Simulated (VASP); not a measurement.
LiH:

```
Li H
1.0
    -0.05720    2.08792    2.08792
     2.08792   -0.05720    2.08792
     2.08792    2.08792   -0.05720
Li H
1 1
Direct
  0.99747 0.99747 0.99747
  0.25253 0.25253 0.25253
```

This cell differs from its parent crystal: strain along [111] -4.0%.

Base run:

| Property | Result |
| --- | --- |
| Program | VASP 6.6.1 |
| Functional | r2SCAN |
| Potentials or basis | VASP PAW PBE potentials, release 64 (Li_sv, H) |
| Cutoff | 520 eV |
| k mesh | 10 × 10 × 10 |
| Occupations | gaussian, width 0.01 eV |
| Spin | no spin polarisation |

Its results: band gap on the k mesh 4.84 eV, indirect (least direct gap 5.78 eV); largest force 0.006 eV/Å.

Problem. The run is repeated on the same cell with these changes: functional from r2SCAN to PBE; occupations from gaussian, width 0.01 eV to fermi-dirac, width 0.02 eV. What comes out?

Solution. Band gap on the k mesh 4.26 eV, indirect (least direct gap 5.23 eV); largest force 0.003 eV/Å.

Caveats: the PAW data sets were made with another functional, which shifts forces and pressure a little (some runs).

A k mesh can miss the band edges.
